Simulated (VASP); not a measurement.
## MgCdHg: single point with PBE

The system is MgCdHg.

```
Mg Cd Hg
1.0
    -1.93812    1.93812    4.45255
     1.93812   -1.93812    4.45255
     1.93812    1.93812   -4.45255
Mg Cd Hg
1 1 1
Cartesian
  0.0000 0.0000 5.9251
  0.0000 0.0000 2.9740
  0.0000 0.0000 0.0059
```

```
Program                : VASP 6.6.1
Task                   : single point
Functional             : PBE
Potentials or basis    : VASP PAW PBE potentials, release 64 (Mg, Cd, Hg)
Cutoff                 : 520 eV
k mesh                 : 14 × 14 × 14
Occupations            : gaussian, width 0.1 eV
Spin                   : no spin polarisation
Dipole correction      : no
Further INCAR settings : ALGO = Fast; EDIFF = 1e-06; NBANDS = 20
```

The pressure is 0.1 GPa. The band gap on the k mesh is zero (bands 13 and 14 overlap by 4.24 eV).

Levels at points of the mesh, in eV from the Fermi level:
```
           k point  band 9  band 10  band 11  band 12  band 13  band 14  band 15  band 16  band 17  band 18
(0.00, 0.00, 0.00)   -7.31    -7.31    -7.05     0.08     0.42     3.77     3.77     4.23     4.79     4.79
(0.50, 0.00, 0.00)   -7.17    -7.08    -5.40    -4.77    -1.30     0.22     4.96     6.11     6.22     6.81
(0.50, 0.50, 0.00)   -7.24    -6.92    -3.55    -2.53    -0.99    -0.39    -0.01     0.71     5.14     5.43
(0.50, 0.50, 0.50)   -7.17    -7.08    -6.54    -5.93     1.67     1.67     3.19     5.36     8.85     9.51
```

Run time: 6.5 min on 1 thread of Intel(R) Xeon(R) Platinum 8488C (Sapphire Rapids) (shared host), peak memory 0.54 GiB.

Caveat: spin-orbit coupling is left out, which moves the levels of the heavy elements.
